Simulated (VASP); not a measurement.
# BeTe6 (P-42m) in VASP: further runs

Runs on BeTe6. Level: PBE. Tasks: single point, relaxation of cell and atoms.

Program: VASP 6.6.1. These are calculated values, not measurements. Logs are shortened: lines on timing, memory, paths and dates and some standing lists are left out, and cuts for length are marked.

## Step 1: The cell of the first run

The structure is tetragonal, space group P-42m (No. 111). Conventional cell: a = 7.459 Å, b = 7.459 Å, c = 4.675 Å, α = 90.00°, β = 90.00°, γ = 90.00°. Within 3.2 Å of Be (site symmetry -42m) lie 4 Te at 2.46 Å. Within 3.2 Å of Te (site symmetry m) lie 1 Be at 2.46 Å and 4 Te at 3.12 to 3.20 Å. Te (site symmetry 222) has 4 Te at 3.12 Å and 2 Be at 3.73 Å within 4.1 Å.

## Step 2: Single point, PBE

Contents of INCAR:

```
ALGO = Normal
EDIFF = 1E-6
ENCUT = 520
GGA = PE
ISIF = 2
ISMEAR = 0
LASPH = T
LCHARG = F
LREAL = F
LWAVE = F
NBANDS = 28
NELM = 80
PREC = Accurate
SIGMA = 0.2
```

Contents of KPOINTS:

```
k-points
0
Gamma
  3 3 4
```

Contents of POSCAR:

```
BeTe6
1.0
    7.4586216009      0.0000000000      0.0000000000
    0.0000000000      7.4586216009      0.0000000000
    0.0000000000      0.0000000000      4.6754335316
Be Te
1 6
Direct
    0.5000000000      0.5000000000      0.0000000000
    0.6835738034      0.6835738034      0.6762663986
    0.3164261966      0.3164261966      0.6762663986
    0.6835738034      0.3164261966      0.3237336014
    0.3164261966      0.6835738034      0.3237336014
    0.5000000000      0.0000000000      0.0000000000
    0.0000000000      0.5000000000      0.0000000000
```

Potentials or basis: VASP PAW PBE potentials, release 64 (Be, Te).

On the command line:

```sh
cat potpaw_PBE.64/Be/POTCAR potpaw_PBE.64/Te/POTCAR > POTCAR
mpirun -np 1 vasp_std > vasp.out
```

OUTCAR:

```text
EDIFF = 1E-6
   ENCUT = 520
   GGA = PE
   ISIF = 2
   ISMEAR = 0
   LASPH = T
   LREAL = F
   NELM = 80
   PREC = Accurate

 ion  position               nearest neighbor table
   1  0.500  0.500  0.000-   2 2.46   3 2.46   4 2.46   5 2.46
   2  0.684  0.684  0.676-   1 2.46   6 3.12   7 3.12   4 3.20   5 3.20
   3  0.316  0.316  0.676-   1 2.46   6 3.12   7 3.12   4 3.20   5 3.20
   4  0.684  0.316  0.324-   1 2.46   6 3.12   7 3.12   2 3.20   3 3.20
   5  0.316  0.684  0.324-   1 2.46   6 3.12   7 3.12   2 3.20   3 3.20
   6  0.500  0.000  0.000-   2 3.12   3 3.12   4 3.12   5 3.12
   7  0.000  0.500  0.000-   2 3.12   3 3.12   4 3.12   5 3.12

  LATTYP: Found a simple tetragonal cell.
 ALAT       =     7.4586216009
 C/A-ratio  =     0.6268495416

  Lattice vectors:

 A1 = (   7.4586216009,   0.0000000000,   0.0000000000)
 A2 = (   0.0000000000,   7.4586216009,   0.0000000000)
 A3 = (   0.0000000000,   0.0000000000,   4.6754335316)

Analysis of symmetry for initial positions (statically):
=====================================================================
 Subroutine PRICEL returns:
 Original cell was already a primitive cell.

 Routine SETGRP: Setting up the symmetry group for a
 simple tetragonal supercell.

 Subroutine GETGRP returns: Found  8 space group operations
 (whereof  8 operations were pure point group operations)
 out of a pool of 16 trial point group operations.

The static configuration has the point symmetry D_2d.

Analysis of symmetry for dynamics (positions and initial velocities):
=====================================================================
 Subroutine PRICEL returns:
 Original cell was already a primitive cell.

 Routine SETGRP: Setting up the symmetry group for a
 simple tetragonal supercell.

 Subroutine GETGRP returns: Found  8 space group operations
 (whereof  8 operations were pure point group operations)
 out of a pool of 16 trial point group operations.

The dynamic configuration has the point symmetry D_2d.

 Subroutine INISYM returns: Found  8 space group operations
 (whereof  8 operations are pure point group operations),
 and found     1 'primitive' translations

----------------------------------------------------------------------------------------

                                     Primitive cell

  volume of cell :     260.0992

  direct lattice vectors                    reciprocal lattice vectors
     7.458621601  0.000000000  0.000000000     0.134073030  0.000000000  0.000000000
     0.000000000  7.458621601  0.000000000     0.000000000  0.134073030  0.000000000
     0.000000000  0.000000000  4.675433532     0.000000000  0.000000000  0.213883909

  length of vectors
     7.458621601  7.458621601  4.675433532     0.134073030  0.134073030  0.213883909

  position of ions in fractional coordinates (direct lattice)
     0.500000000  0.500000000  0.000000000
     0.683573803  0.683573803  0.676266399
     0.316426197  0.316426197  0.676266399
     0.683573803  0.316426197  0.323733601
     0.316426197  0.683573803  0.323733601
     0.500000000  0.000000000  0.000000000
     0.000000000  0.500000000  0.000000000

  ion indices of the primitive-cell ions
   primitive index   ion index
                 1           1
                 2           2
                 3           3
                 4           4
                 5           5
                 6           6
                 7           7

----------------------------------------------------------------------------------------

 KPOINTS: k-points

Automatic generation of k-mesh.
 Grid dimensions read from file:
 generate k-points for:    3    3    4

 Generating k-lattice:

  Cartesian coordinates                     Fractional coordinates (reciprocal lattice)
     0.044691010  0.000000000  0.000000000     0.333333333  0.000000000  0.000000000
     0.000000000  0.044691010  0.000000000     0.000000000  0.333333333  0.000000000
     0.000000000  0.000000000  0.053470977     0.000000000  0.000000000  0.250000000

  Length of vectors
     0.044691010  0.044691010  0.053470977

  Shift w.r.t. Gamma in fractional coordinates (k-lattice)
     0.000000000  0.000000000  0.000000000

 Subroutine IBZKPT returns following result:
 ===========================================

 Found      9 irreducible k-points:

 Following reciprocal coordinates:
            Coordinates               Weight
  0.000000  0.000000  0.000000      1.000000
  0.333333  0.000000  0.000000      4.000000
  0.333333  0.333333  0.000000      4.000000
  0.000000  0.000000  0.250000      2.000000
  0.333333  0.000000  0.250000      8.000000
  0.333333  0.333333  0.250000      8.000000
  0.000000  0.000000  0.500000      1.000000
  0.333333  0.000000  0.500000      4.000000
  0.333333  0.333333  0.500000      4.000000
   k-points           NKPTS =      9   k-points in BZ     NKDIM =      9   number of bands    NBANDS=     28
   number of dos      NEDOS =    301   number of ions     NIONS =      7
   total plane-waves  NPLWV = 112896
   dimension x,y,z NGX =    56 NGY =   56 NGZ =   36
   dimension x,y,z NGXF=   112 NGYF=  112 NGZF=   72
   ions per type =               1   6
   NGX,Y,Z   is equivalent  to a cutoff of  12.48, 12.48, 12.80 a.u.
   NGXF,Y,Z  is equivalent  to a cutoff of  24.96, 24.96, 25.60 a.u.
 SYSTEM =  unknown system
   PREC   = accura    normal or accurate (medium, high low for compatibility)
   ISTART =      0    job   : 0-new  1-cont  2-samecut
   ICHARG =      2    charge: 1-file 2-atom 10-const
   ISPIN  =      1    spin polarized calculation?
   LNONCOLLINEAR =      F non collinear calculations
   LSORBIT =      F    spin-orbit coupling
   LASPH  =      T    aspherical Exc in radial PAW
   ENCUT  =  520.0 eV  38.22 Ry    6.18 a.u.  13.87 13.87  8.69*2*pi/ulx,y,z
   NELM   =     80;   NELMIN=  2; NELMDL= -5     # of ELM steps
   EDIFF  = 0.1E-05   stopping-criterion for ELM
   LREAL  =      F    real-space projection
   EDIFFG = 0.1E-04   stopping-criterion for IOM
   NSW    =      0    number of steps for IOM
   IBRION =     -1    ionic relax: 0-MD 1-quasi-New 2-CG
   NFREE  =      0    steps in history (QN), initial steepest desc. (CG)
   ISIF   =      2    stress and relaxation
   ISYM   =      2    0-nonsym 1-usesym 2-fastsym
   POTIM  = 0.5000    time-step for ionic-motion
   TEBEG  =    0.0;   TEEND  =   0.0 temperature during run
   PSTRESS=    0.0 pullay stress
   NELECT =      38.0000    total number of electrons
   NUPDOWN=      -1.0000    fix difference up-down
   EMIN   =  10.00;   EMAX   =-10.00  energy-range for DOS
   EFERMI =   0.00;   METHOD = LEGACY
   ISMEAR =     0;   SIGMA  =   0.20  broadening in eV -4-tet -1-fermi 0-gaus
   EFERMI_NEDOS =   21; number of points for ismear=-14 and -15
   IALGO  =     38    algorithm
   IMIX   =      4    mixing-type and parameters
     AMIX     =   0.40;   BMIX     =  1.00
     AMIX_MAG =   1.60;   BMIX_MAG =  1.00
  volume/ion in A,a.u.               =      37.16       250.75
  Fermi-wavevector in a.u.,A,eV,Ry     =   0.862230  1.629378 10.115118  0.743440
  Thomas-Fermi vector in A             =   1.980001
   LORBIT       =      0    0 simple, 1 ext, 2 COOP (PROOUT), +10 PAW based schemes
   GGA     = PE    functional components
   LHFCALC =     F    Hartree Fock is set to
   AEXX    =    0.0000 exact exchange contribution
   IVDW    =     0    specifies the selected vdW correction
   LEPSILON=     F    determine dielectric tensor
   LRPA    =     F    only Hartree local field effects (RPA)
 non-spin polarized calculation
 Gauss-broadening in eV      SIGMA  =   0.20
  energy-cutoff  :      520.00
  volume of cell :      260.10
 maximum number of plane-waves:      7026
 NGX is ok and might be reduce to    56
   NGX = 27   NGY = 27   NGZ = 17

 number of electron      37.9999998 magnetization

 Free energy of the ion-electron system (eV)
  ---------------------------------------------------
  ext. energy  EPLUGINS =         0.00000000
  ---------------------------------------------------
  free energy    TOTEN  =       -22.19956332 eV

  energy without entropy =      -22.10313294  energy(sigma->0) =      -22.15134813

 E-fermi :   3.8356     XC(G=0):  -7.9509

 val. band max:        3.7310615828   @ k =   0.3333   0.0000   0.0000
 cond. band min:       3.8478526005   @ k =   0.3333   0.3333   0.0000
 fundamental gap:      0.1167910177
 Fermi energy:         3.8355736746

 k-point     1 :       0.0000    0.0000    0.0000
  band No.  band energies     occupation
      1      -9.2363      2.00000
      2      -7.3225      2.00000
      3      -7.3225      2.00000
      4      -7.2270      2.00000
      5      -6.2913      2.00000
      6      -6.1643      2.00000
[... 20 lines left out ...]
     27       7.4990      0.00000
     28       7.7681      0.00000

 k-point     2 :       0.3333    0.0000    0.0000
  band No.  band energies     occupation
      1      -9.0864      2.00000
      2      -8.0772      2.00000
      3      -7.3028      2.00000
      4      -6.7124      2.00000
      5      -6.3236      2.00000
      6      -5.9187      2.00000
[... 20 lines left out ...]
     27       7.6816      0.00000
     28       8.2688      0.00000

 k-point     3 :       0.3333    0.3333    0.0000
  band No.  band energies     occupation
      1      -8.9110      2.00000
      2      -8.1184      2.00000
      3      -7.9322      2.00000
      4      -6.3583      2.00000
      5      -6.0594      2.00000
      6      -5.8732      2.00000
[... 20 lines left out ...]
     27       7.6697      0.00000
     28       8.1042      0.00000

 k-point     4 :       0.0000    0.0000    0.2500
  band No.  band energies     occupation
      1      -8.9461      2.00000
      2      -7.2188      2.00000
      3      -7.2188      2.00000
      4      -7.1300      2.00000
      5      -7.1294      2.00000
      6      -5.5668      2.00000
[... 20 lines left out ...]
     27       8.3404      0.00000
     28       8.3404      0.00000

 k-point     5 :       0.3333    0.0000    0.2500
  band No.  band energies     occupation
      1      -8.8076      2.00000
      2      -7.9118      2.00000
      3      -7.2173      2.00000
      4      -7.1254      2.00000
      5      -6.3660      2.00000
      6      -5.7694      2.00000
[... 20 lines left out ...]
     27       8.3060      0.00000
     28       8.6087      0.00000

 k-point     6 :       0.3333    0.3333    0.2500
  band No.  band energies     occupation
      1      -8.6511      2.00000
      2      -7.9503      2.00000
      3      -7.8173      2.00000
      4      -6.7200      2.00000
      5      -6.1646      2.00000
      6      -5.8612      2.00000
[... 20 lines left out ...]
     27       8.0974      0.00000
     28       8.3077      0.00000

 k-point     7 :       0.0000    0.0000    0.5000
  band No.  band energies     occupation
      1      -8.1824      2.00000
      2      -8.1263      2.00000
      3      -7.1059      2.00000
      4      -7.1059      2.00000
      5      -7.0237      2.00000
      6      -5.2707      2.00000
[... 20 lines left out ...]
     27       9.1716      0.00000
     28       9.1716      0.00000

 k-point     8 :       0.3333    0.0000    0.5000
  band No.  band energies     occupation
      1      -8.1552      2.00000
      2      -7.9888      2.00000
      3      -7.6111      2.00000
      4      -7.1492      2.00000
      5      -6.4108      2.00000
      6      -5.6567      2.00000
[... 20 lines left out ...]
     27       8.8171      0.00000
     28       9.0403      0.00000

 k-point     9 :       0.3333    0.3333    0.5000
  band No.  band energies     occupation
      1      -8.1283      2.00000
      2      -7.9128      2.00000
      3      -7.7380      2.00000
      4      -7.0687      2.00000
      5      -6.3265      2.00000
      6      -5.9415      2.00000
[... 20 lines left out ...]
     27       8.8697      0.00000
     28       9.2506      0.00000

------------------------ aborting loop because EDIFF is reached ----------------------------------------

  FORCE on cell =-STRESS in cart. coord.  units (eV):
  Direction    XX          YY          ZZ          XY          YZ          ZX
  --------------------------------------------------------------------------------------
  -------------------------------------------------------------------------------------
  Total        0.1360328      0.1360328     -0.3980300      0.0000000      0.0000000      0.0000000
  in kB        0.8379443      0.8379443     -2.4518129      0.0000000      0.0000000      0.0000000
  external PRESSURE =      -0.2586414 kB  Pullay stress =       0.0000000 kB

 VOLUME and BASIS-vectors are now :
 -----------------------------------------------------------------------------
  energy-cutoff  :      520.00
  volume of cell :      260.10
      direct lattice vectors                 reciprocal lattice vectors
     7.458621601  0.000000000  0.000000000     0.134073030  0.000000000  0.000000000
     0.000000000  7.458621601  0.000000000     0.000000000  0.134073030  0.000000000
     0.000000000  0.000000000  4.675433532     0.000000000  0.000000000  0.213883909

 POSITION                                       TOTAL-FORCE (eV/Angst)
 -----------------------------------------------------------------------------------
      3.72931      3.72931      0.00000         0.000000     -0.000000     -0.000000
      5.09852      5.09852      3.16184         0.057521      0.057521     -0.036838
      2.36010      2.36010      3.16184        -0.057521     -0.057521     -0.036838
      5.09852      2.36010      1.51359         0.057521     -0.057521      0.036838
      2.36010      5.09852      1.51359        -0.057521      0.057521      0.036838
      3.72931      0.00000      0.00000         0.000000      0.000000     -0.000000
      0.00000      3.72931      0.00000         0.000000      0.000000     -0.000000
 -----------------------------------------------------------------------------------
    total drift:                                0.000000      0.000000      0.000000

  FREE ENERGIE OF THE ION-ELECTRON SYSTEM (eV)
  ---------------------------------------------------
  free  energy   TOTEN  =       -22.1995633199 eV

  energy  without entropy=      -22.1031329375  energy(sigma->0) =      -22.15134813
```

It took 38 s on 1 thread of AMD EPYC 9R45 (Zen 5), shared host; peak memory 0.31 GiB.

Results:

```yaml
Free_energy: -22.1996 eV
Pressure: 0.0 GPa
Largest_force: 0.089 eV/Å
Band_gap_on_the_k_mesh: zero (band 19 reaches 4.27 eV, above the bottom of band 20 at 3.68 eV)
```

Forces in eV/Å, atoms in the order of the input:
```
Be   0.000  0.000  0.000
Te   0.058  0.058 -0.037
Te  -0.058 -0.058 -0.037
Te   0.058 -0.058  0.037
Te  -0.058  0.058  0.037
Te   0.000  0.000  0.000
Te   0.000  0.000  0.000
```

Caveat: spin-orbit coupling is left out, which moves the levels of the heavy elements.

## Step 3: Single point, PBE

This run uses another cell than the first one, of 36.35 Å³/atom, 0.978 times its volume.

Contents of INCAR:

```
PREC     = Accurate       # precision mode
ENCUT    = 520            # plane-wave cutoff, eV
EDIFF    = 1E-6           # SCF threshold, eV
ISMEAR   = 0              # smearing method
SIGMA    = 0.1            # smearing width, eV
LREAL    = F              # projectors in reciprocal space
LASPH    = T              # aspherical terms in the spheres
NELM     = 60             # most SCF steps
ALGO     = Normal         # electronic algorithm
ISIF     = 2              # what is computed and relaxed
LWAVE    = F              # write WAVECAR
LCHARG   = F              # write CHGCAR
GGA      = PE             # functional
NBANDS   = 28             # bands
```

Contents of KPOINTS:

```
Automatic mesh
0
Gamma
  4 4 8
```

Contents of POSCAR:

```
BeTe6
1.0
    7.5017349517      0.0000000000      0.0000000000
    0.0000000000      7.5017349517      0.0000000000
    0.0000000000      0.0000000000      4.5214936995
Be Te
1 6
Direct
    0.5000000000      0.5000000000      0.0000000000
    0.6865814679      0.6865814679      0.6767628765
    0.3134185321      0.3134185321      0.6767628765
    0.6865814679      0.3134185321      0.3232371235
    0.3134185321      0.6865814679      0.3232371235
    0.5000000000      0.0000000000      0.0000000000
    0.0000000000      0.5000000000      0.0000000000
```

Potentials or basis: VASP PAW PBE potentials, release 64 (Be, Te).

On the command line:

```sh
cat potpaw_PBE.64/Be/POTCAR potpaw_PBE.64/Te/POTCAR > POTCAR
mpirun -np 1 vasp_std > vasp.out
```

Wall time 2 min (1 thread of AMD EPYC 9R45 (Zen 5), shared host); peak memory 0.39 GiB.

It converged, with:

| Property | Result |
| --- | --- |
| Free energy | -22.2473 eV |
| Pressure | 0.0 GPa |
| Largest force | 0.015 eV/Å |
| Band gap on the k mesh | zero (band 19 reaches 4.44 eV, above the bottom of band 20 at 3.88 eV) |

Forces in eV/Å, atoms in the order of the input:
```
Be   0.000  0.000  0.000
Te   0.007  0.007 -0.012
Te  -0.007 -0.007 -0.012
Te   0.007 -0.007  0.012
Te  -0.007  0.007  0.012
Te   0.000  0.000  0.000
Te   0.000  0.000  0.000
```

Levels at points of the mesh, in eV from the Fermi level:
```csv
k point,band 15,band 16,band 17,band 18,band 19,band 20,band 21,band 22,band 23,band 24
"(0.00, 0.00, 0.00)",-2.29,-1.69,-1.69,-1.31,-0.12,-0.12,0.82,2.10,2.61,2.61
"(0.50, 0.00, 0.00)",-2.08,-1.54,-1.50,-0.30,-0.17,0.42,0.73,1.15,1.88,2.86
"(0.50, 0.50, 0.00)",-2.05,-1.45,-0.57,-0.57,0.13,0.96,0.96,1.43,1.60,1.88
"(0.00, 0.00, 0.50)",-1.88,-1.88,-0.60,0.25,0.40,0.40,0.46,1.07,1.62,1.62
"(0.50, 0.00, 0.50)",-1.99,-1.94,-1.36,-0.57,-0.24,0.37,0.41,1.62,1.62,2.19
"(0.50, 0.50, 0.50)",-2.14,-1.96,-1.57,-1.57,-1.04,0.45,1.15,1.15,2.01,2.19
```

Caveat: spin-orbit coupling is left out, which moves the levels of the heavy elements.

[end of part 1 of 2]
